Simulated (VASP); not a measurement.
# SnO (Pmn2_1) in VASP: a series of runs, part 2 of 2

VASP 6.6.1. Earlier steps stand in the parts before.

## (3) Single point, PBE+D3(BJ)

This run uses another cell than the first one, of the same volume but with other edges.

File INCAR:

```
SYSTEM = SnO
ALGO = Normal
EDIFF = 1E-6
ENCUT = 520
GGA = PE
ISIF = 2
ISMEAR = 0
IVDW = 12
LASPH = .TRUE.
LCHARG = .FALSE.
LREAL = .FALSE.
LWAVE = .FALSE.
NBANDS = 28
NELM = 80
PREC = Accurate
SIGMA = 0.05
```

File KPOINTS:

```
k-points
0
G
  10 6 8
  0 0 0
```

File POSCAR:

```
SnO
1.0
    3.2500916658      0.0000000000      0.0000000000
    0.0000000000      5.4966708310      0.0000000000
    0.0000000000      0.0000000000      4.4989406756
Sn O
2 2
Direct
    0.0000000000      0.2319090000      0.5131440000
    0.5000000000      0.7680910000      0.0131440000
    0.0000000000      0.8912500000      0.7368570000
    0.5000000000      0.1087500000      0.2368570000
```

Potentials or basis: VASP PAW PBE potentials, release 64 (Sn_d, O).

Command:

```
$ cat potpaw_PBE.64/Sn_d/POTCAR potpaw_PBE.64/O/POTCAR > POTCAR
$ mpirun -np 1 vasp_std > vasp.out
```

OUTCAR:

```text
SYSTEM = SnO
   EDIFF = 1E-6
   ENCUT = 520
   GGA = PE
   ISIF = 2
   ISMEAR = 0
   IVDW = 12
   LASPH = .TRUE.
   LREAL = .FALSE.
   NELM = 80
   PREC = Accurate
 IVDW          = 12

 ion  position               nearest neighbor table
   1  0.000  0.232  0.513-   3 2.13   4 2.16   4 2.16
   2  0.500  0.768  0.013-   4 2.13   3 2.16   3 2.16
   3  0.000  0.891  0.737-   1 2.13   2 2.16   2 2.16
   4  0.500  0.109  0.237-   2 2.13   1 2.16   1 2.16

  LATTYP: Found a simple orthorhombic cell.
 ALAT       =     3.2500916658
 B/A-ratio  =     1.3842503961
 C/A-ratio  =     1.6912356315

  Lattice vectors:

 A1 = (  -3.2500916658,   0.0000000000,   0.0000000000)
 A2 = (   0.0000000000,   0.0000000000,   4.4989406756)
 A3 = (   0.0000000000,   5.4966708310,   0.0000000000)

Analysis of symmetry for initial positions (statically):
=====================================================================
 Subroutine PRICEL returns:
 Original cell was already a primitive cell.

 Routine SETGRP: Setting up the symmetry group for a
 simple orthorhombic supercell.

[... 171 lines left out ...]

 E-fermi :   4.9723     XC(G=0):  -9.5073

 val. band max:        4.7374379332   @ k =   0.2000   0.0000   0.0000
 cond. band min:       6.0283434414   @ k =   0.4000   0.5000   0.0000
 fundamental gap:      1.2909055082
 Fermi energy:         4.9723298109

 k-point     1 :       0.0000    0.0000    0.0000
  band No.  band energies     occupation
      1     -16.4476      2.00000
      2     -16.1007      2.00000
      3     -15.9980      2.00000
      4     -15.9556      2.00000
      5     -15.9244      2.00000
      6     -15.8892      2.00000
[... 733 lines left out ...]
     27      13.2589      0.00000
     28      13.2589      0.00000

 [... further k-points ...]

------------------------ aborting loop because EDIFF is reached ----------------------------------------

 Edisp (eV)   -0.82169

 E8    (eV) :    -0.3579

  FORCE on cell =-STRESS in cart. coord.  units (eV):
  Direction    XX          YY          ZZ          XY          YZ          ZX
  --------------------------------------------------------------------------------------
  -------------------------------------------------------------------------------------
  Total       0.49137     0.29246    -0.77491     0.00000     0.00000     0.00000
  in kB       9.79521     5.83014   -15.44739     0.00000     0.00000     0.00000
  external pressure =        0.06 kB  Pullay stress =        0.00 kB

 VOLUME and BASIS-vectors are now :
 -----------------------------------------------------------------------------
  energy-cutoff  :      520.00
  volume of cell :       80.37
      direct lattice vectors                 reciprocal lattice vectors
     3.250091666  0.000000000  0.000000000     0.307683630  0.000000000  0.000000000
     0.000000000  5.496670831  0.000000000     0.000000000  0.181928304  0.000000000
     0.000000000  0.000000000  4.498940676     0.000000000  0.000000000  0.222274547

 POSITION                                       TOTAL-FORCE (eV/Angst)
 -----------------------------------------------------------------------------------
      0.00000      1.27473      2.30860         0.000000      0.177527     -0.142593
      1.62505      4.22194      0.05913         0.000000     -0.177527     -0.142593
      0.00000      4.89891      3.31508         0.000000      0.007599      0.142593
      1.62505      0.59776      1.06561         0.000000     -0.007599      0.142593
 -----------------------------------------------------------------------------------
    total drift:                                0.000000      0.000000      0.000450

  FREE ENERGIE OF THE ION-ELECTRON SYSTEM (eV)
  ---------------------------------------------------
  free  energy   TOTEN  =       -23.2298540840 eV

  energy  without entropy=      -23.2298540840  energy(sigma->0) =      -23.22985408
```

OSZICAR:

```text
N       E                     dE             d eps       ncg     rms          rms(c)
DAV:   1     0.437001117187E+03    0.43700E+03   -0.20392E+04  7000   0.209E+03
DAV:   2     0.433014616283E+02   -0.39370E+03   -0.37757E+03  6988   0.543E+02
DAV:   3    -0.229446144027E+02   -0.66246E+02   -0.65151E+02  7640   0.187E+02
DAV:   4    -0.262789760139E+02   -0.33344E+01   -0.33180E+01  7936   0.454E+01
DAV:   5    -0.263579787105E+02   -0.79003E-01   -0.78988E-01  7504   0.757E+00    0.119E+01
DAV:   6    -0.224758103152E+02    0.38822E+01   -0.17353E+01 10904   0.474E+01    0.531E+00
DAV:   7    -0.224363188816E+02    0.39491E-01   -0.22084E+00  7772   0.908E+00    0.261E+00
DAV:   8    -0.224171779902E+02    0.19141E-01   -0.34493E-01  8976   0.400E+00    0.820E-01
DAV:   9    -0.224069693137E+02    0.10209E-01   -0.51622E-02 10812   0.237E+00    0.234E-01
DAV:  10    -0.224086135537E+02   -0.16442E-02   -0.85675E-03  9116   0.855E-01    0.156E-01
DAV:  11    -0.224081221003E+02    0.49145E-03   -0.18879E-03 10300   0.430E-01    0.244E-02
DAV:  12    -0.224081682987E+02   -0.46198E-04   -0.40673E-04  7220   0.110E-01    0.354E-02
DAV:  13    -0.224081604308E+02    0.78679E-05   -0.40802E-05  9140   0.670E-02    0.698E-03
DAV:  14    -0.224081602198E+02    0.21105E-06   -0.36349E-06  7832   0.159E-02
   1 F= -.23229854E+02 E0= -.23229854E+02  d E =-.306952E-13
```

stdout:

```text
POSCAR found type information on POSCAR SnO
 POSCAR found :  2 types and       4 ions
 scaLAPACK will be used
 LDA part: xc-table for (Slater+PW92), standard interpolation
 POSCAR, INCAR and KPOINTS ok, starting setup
 FFT: planning ... GRIDC
 FFT: planning ... GRID_SOFT
 FFT: planning ... GRID
 WAVECAR not read
 entering main loop
```

Run time: 3.2 min. Hardware: 1 thread of Intel Xeon Platinum 8488C (Sapphire Rapids), shared host; peak memory 0.34 GiB.

What came out:

```
Free energy                : -23.2299 eV
Pressure                   : 0.0 GPa
Largest force              : 0.228 eV/Å
Band gap on the k mesh     : 1.29 eV (least direct gap 1.66 eV)
Dispersion energy per atom : -0.205 eV
```

Forces in eV/Å, atoms in the order of the input:
```
Sn   0.000  0.178 -0.143
Sn   0.000 -0.178 -0.143
O    0.000  0.008  0.143
O    0.000 -0.008  0.143
```

Levels at points of the mesh, in eV from the valence-band top:
```tsv
k point	band 18	band 19	band 20	band 21	band 22	band 23
(0.00, 0.00, 0.00)	-2.45	-2.07	-0.09	2.50	3.40	5.94
(0.50, 0.00, 0.00)	-2.54	-1.02	-1.02	2.46	2.46	5.64
(0.00, 0.50, 0.00)	-2.46	-1.45	-1.22	3.38	3.76	4.44
(0.50, 0.50, 0.00)	-2.65	-0.59	-0.59	1.79	1.79	6.28
(0.00, 0.00, 0.50)	-2.93	-1.79	-1.79	3.22	3.22	5.26
(0.50, 0.00, 0.50)	-2.96	-0.94	-0.94	2.07	2.07	4.91
(0.00, 0.50, 0.50)	-2.84	-1.50	-1.50	2.12	2.12	6.50
(0.50, 0.50, 0.50)	-3.28	-0.27	-0.27	2.34	2.34	4.54
```

Caveat: spin-orbit coupling is left out, which moves the levels of the heavy elements.
